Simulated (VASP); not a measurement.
# AlGaN2 (P-4m2) in VASP: a series of runs, part 2 of 2

VASP 6.6.1. The steps go on from the part before.

**3. Single point, LDA**

INCAR

```
SYSTEM = AlGaN2
PREC = Accurate
ENCUT = 520
EDIFF = 1E-6
ISMEAR = 0
SIGMA = 0.02
LREAL = .False.
LASPH = .True.
NELM = 80
ALGO = Normal
ISIF = 2
LWAVE = .False.
LCHARG = .True.
GGA = CA
LELF = .True.
LVHAR = .True.
NBANDS = 21
```

KPOINTS

```
Automatic mesh
0
Gamma
  8 8 6
  0 0 0
```

POSCAR

```
AlGaN2
1.0
    3.2398979258      0.0000000000      0.0000000000
    0.0000000000      3.2398979258      0.0000000000
    0.0000000000      0.0000000000      4.1728384466
Al Ga N
1 1 2
Direct
    0.5000000000      0.5000000000      0.5000000000
    0.0000000000      0.0000000000      0.0000000000
    0.5000000000      0.0000000000      0.7385470452
    0.0000000000      0.5000000000      0.2614529548
```

Potentials or basis: VASP PAW LDA potentials, release 64 (Al, Ga_d, N).

Run with:

```sh
> cat potpaw_LDA.64/Al/POTCAR potpaw_LDA.64/Ga_d/POTCAR potpaw_LDA.64/N/POTCAR > POTCAR
> mpirun -np 1 vasp_std > vasp.out
```

OUTCAR:

```text
SYSTEM = AlGaN2
   PREC = Accurate
   ENCUT = 520
   EDIFF = 1E-6
   ISMEAR = 0
   LREAL = .False.
   LASPH = .True.
   NELM = 80
   ISIF = 2
   GGA = CA

 ion  position               nearest neighbor table
   1  0.500  0.500  0.500-   3 1.90   4 1.90   3 1.90   4 1.90   2 3.10   2 3.10   2 3.10   2 3.10
                             2 3.10   2 3.10   2 3.10   2 3.10
   2  0.000  0.000  0.000-   3 1.95   4 1.95   4 1.95   3 1.95   1 3.10   1 3.10   1 3.10   1 3.10
                             1 3.10   1 3.10   1 3.10   1 3.10
   3  0.500  0.000  0.739-   1 1.90   1 1.90   2 1.95   2 1.95
   4  0.000  0.500  0.261-   1 1.90   1 1.90   2 1.95   2 1.95

[... 778 lines left out ...]
  -------------------------------------------------------------------------------------
  Total       -2.4007825     -2.4007825      0.1899335      0.0000000      0.0000000      0.0000000
  in kB      -87.8150932    -87.8150932      6.9473305      0.0000000      0.0000000      0.0000000
  external PRESSURE =     -56.2276186 kB  Pullay stress =       0.0000000 kB

 VOLUME and BASIS-vectors are now :
 -----------------------------------------------------------------------------
  energy-cutoff  :      520.00
  volume of cell :       43.80
      direct lattice vectors                 reciprocal lattice vectors
     3.239897926  0.000000000  0.000000000     0.308651699  0.000000000  0.000000000
     0.000000000  3.239897926  0.000000000     0.000000000  0.308651699  0.000000000
     0.000000000  0.000000000  4.172838447     0.000000000  0.000000000  0.239645031

 POSITION                                       TOTAL-FORCE (eV/Angst)
 -----------------------------------------------------------------------------------
      1.61995      1.61995      2.08642         0.000000     -0.000000      0.000000
      0.00000      0.00000      0.00000         0.000000      0.000000      0.000000
      1.61995      0.00000      3.08184         0.000000     -0.000000     -0.026181
      0.00000      1.61995      1.09100        -0.000000     -0.000000      0.026181
 -----------------------------------------------------------------------------------
    total drift:                                0.000000      0.000000      0.000000

  FREE ENERGIE OF THE ION-ELECTRON SYSTEM (eV)
  ---------------------------------------------------
  free  energy   TOTEN  =       -30.2172957856 eV

  energy  without entropy=      -30.2172957856  energy(sigma->0) =      -30.21729579
```

It took 21 s on 1 thread of Intel Xeon Platinum 8375C at 2.90GHz (Ice Lake), shared host; peak memory 0.17 GiB.

Results:

| Property | Result |
| --- | --- |
| Free energy | -30.2173 eV |
| Pressure | -5.6 GPa |
| Largest force | 0.026 eV/Å |
| Band gap on the k mesh | 2.83 eV, direct |

Forces on the atoms (eV/Å):
```
Al   0.000  0.000  0.000
Ga   0.000  0.000  0.000
N    0.000  0.000 -0.026
N    0.000  0.000  0.026
```

Stress tensor (GPa, compression positive):
```
-8.78  0.00  0.00
 0.00 -8.78  0.00
 0.00  0.00  0.69
```

Levels at points of the mesh, in eV from the valence-band top:
| k point | band 9 | band 10 | band 11 | band 12 | band 13 | band 14 | band 15 | band 16 | band 17 | band 18 |
| --- | --- | --- | --- | --- | --- | --- | --- | --- | --- | --- |
| (0.00, 0.00, 0.00) | -2.77 | -2.77 | -0.09 | -0.09 | 0.00 | 2.83 | 3.26 | 6.46 | 11.08 | 11.16 |
| (0.50, 0.00, 0.00) | -4.26 | -2.58 | -2.45 | -1.30 | -1.08 | 6.75 | 6.85 | 7.38 | 7.78 | 10.93 |
| (0.50, 0.50, 0.00) | -5.23 | -2.00 | -2.00 | -2.00 | -1.98 | 3.46 | 3.46 | 6.74 | 8.93 | 11.95 |
| (0.00, 0.00, 0.50) | -2.25 | -1.82 | -1.82 | -1.28 | -1.28 | 5.35 | 5.62 | 7.39 | 8.41 | 11.84 |
| (0.50, 0.00, 0.50) | -6.17 | -1.26 | -0.88 | -0.61 | -0.23 | 4.94 | 6.20 | 9.07 | 9.36 | 9.40 |
| (0.50, 0.50, 0.50) | -4.47 | -4.01 | -3.28 | -3.27 | -3.27 | 6.69 | 6.69 | 8.73 | 10.29 | 11.38 |

A k mesh can miss the band edges.

**4. Single point, LDA (biaxial strain in the a-b plane: +6.0 %, then relaxed in part)**

INCAR

```
SYSTEM = AlGaN2
PREC = Accurate ; ENCUT = 520
EDIFF = 1E-6 ; ISMEAR = 0
SIGMA = 0.02 ; LREAL = .FALSE.
LASPH = .TRUE. ; NELM = 60
ALGO = Normal ; ISIF = 2
LWAVE = .FALSE. ; LCHARG = .FALSE.
NBANDS = 21
```

KPOINTS

```
Automatic mesh
0
G
  8 8 6
  0 0 0
```

POSCAR

```
AlGaN2
1.0
    3.3022036551      0.0000000000      0.0000000000
    0.0000000000      3.3022036551      0.0000000000
    0.0000000000      0.0000000000      4.0559424205
Al Ga N
1 1 2
Direct
    0.5000000000      0.5000000000      0.5000000000
    0.0000000000      0.0000000000      0.0000000000
    0.5000000000      0.0000000000      0.7375655551
    0.0000000000      0.5000000000      0.2624344449
```

Run with:

```sh
> cat potpaw_LDA.64/Al/POTCAR potpaw_LDA.64/Ga_d/POTCAR potpaw_LDA.64/N/POTCAR > POTCAR
> mpirun -np 1 vasp_std > vasp.out
```

Wall time 34 s (1 thread of Intel Xeon Platinum 8375C at 2.90GHz (Ice Lake), shared host); peak memory 0.17 GiB.

It converged, with:

| Item | Value |
| --- | --- |
| Free energy | -30.1001 eV |
| Pressure | -8.2 GPa |
| Largest force | 0.025 eV/Å |
| Band gap on the k mesh | 2.62 eV, direct |

Forces in eV/Å, atoms in the order of the input:
```
Al   0.000  0.000  0.000
Ga   0.000  0.000  0.000
N    0.000  0.000 -0.025
N    0.000  0.000  0.025
```

Stress tensor (GPa, compression positive):
```
-12.65   0.00   0.00
  0.00 -12.65   0.00
  0.00   0.00   0.61
```

Levels at points of the mesh, in eV from the valence-band top:
| k point | band 9 | band 10 | band 11 | band 12 | band 13 | band 14 | band 15 | band 16 | band 17 | band 18 |
| --- | --- | --- | --- | --- | --- | --- | --- | --- | --- | --- |
| (0.00, 0.00, 0.00) | -3.05 | -3.05 | -0.22 | -0.22 | 0.00 | 2.62 | 3.11 | 5.79 | 10.91 | 11.07 |
| (0.50, 0.00, 0.00) | -4.25 | -2.44 | -2.29 | -1.55 | -1.35 | 6.35 | 6.59 | 7.09 | 7.41 | 10.99 |
| (0.50, 0.50, 0.00) | -5.43 | -1.92 | -1.91 | -1.91 | -1.86 | 3.50 | 3.50 | 6.87 | 8.96 | 11.58 |
| (0.00, 0.00, 0.50) | -2.26 | -2.02 | -2.02 | -1.50 | -1.50 | 5.36 | 5.66 | 6.91 | 7.93 | 11.44 |
| (0.50, 0.00, 0.50) | -6.19 | -1.48 | -1.12 | -0.60 | -0.17 | 4.57 | 5.79 | 8.93 | 8.99 | 9.28 |
| (0.50, 0.50, 0.50) | -4.58 | -4.08 | -3.36 | -3.35 | -3.35 | 6.92 | 6.92 | 8.46 | 9.77 | 11.05 |

Caveat: the cell differs from its parent crystal (biaxial strain in the a-b plane: +6.0 %, then relaxed in part).

**5. Single point, LDA**

This run uses another cell than the first one, of 11.06 Å³/atom, 1.010 times its volume.

INCAR

```
PREC     = Accurate       # precision mode
ENCUT    = 520            # plane-wave cutoff, eV
EDIFF    = 1E-6           # SCF threshold, eV
ISMEAR   = 0              # smearing method
SIGMA    = 0.02           # smearing width, eV
LREAL    = False          # projectors in reciprocal space
LASPH    = True           # aspherical terms in the spheres
NELM     = 60             # most SCF steps
ALGO     = Normal         # electronic algorithm
ISIF     = 2              # what is computed and relaxed
LWAVE    = False          # write WAVECAR
LCHARG   = False          # write CHGCAR
NBANDS   = 21             # bands
```

KPOINTS

```
regular mesh
0
Gamma
  8 8 6
```

POSCAR is that of step 4.

Run with:

```sh
> cat potpaw_LDA.64/Al/POTCAR potpaw_LDA.64/Ga_d/POTCAR potpaw_LDA.64/N/POTCAR > POTCAR
> mpirun -np 1 vasp_std > vasp.out
```

Run time: 33 s. Hardware: 1 thread of Intel Xeon Platinum 8375C at 2.90GHz (Ice Lake), shared host; peak memory 0.18 GiB.

Results (log left out):

* Free energy: -30.1001 eV
* Pressure: -8.2 GPa
* Largest force: 0.025 eV/Å
* Band gap on the k mesh: 2.62 eV, direct

Forces on the atoms (eV/Å):
```
Al   0.000  0.000  0.000
Ga   0.000  0.000  0.000
N    0.000  0.000 -0.025
N    0.000  0.000  0.025
```

Stress tensor (GPa, compression positive):
```
-12.65   0.00   0.00
  0.00 -12.65   0.00
  0.00   0.00   0.61
```

Levels at points of the mesh, in eV from the valence-band top:
```
           k point  band 9  band 10  band 11  band 12  band 13  band 14  band 15  band 16  band 17  band 18
(0.00, 0.00, 0.00)   -3.05    -3.05    -0.22    -0.22     0.00     2.62     3.11     5.79    10.91    11.07
(0.50, 0.00, 0.00)   -4.25    -2.44    -2.29    -1.55    -1.35     6.35     6.59     7.09     7.41    10.99
(0.50, 0.50, 0.00)   -5.43    -1.92    -1.91    -1.91    -1.86     3.50     3.50     6.87     8.96    11.58
(0.00, 0.00, 0.50)   -2.26    -2.02    -2.02    -1.50    -1.50     5.36     5.66     6.91     7.93    11.44
(0.50, 0.00, 0.50)   -6.19    -1.48    -1.12    -0.60    -0.17     4.57     5.79     8.93     8.99     9.28
(0.50, 0.50, 0.50)   -4.58    -4.08    -3.36    -3.35    -3.35     6.92     6.92     8.46     9.77    11.05
```
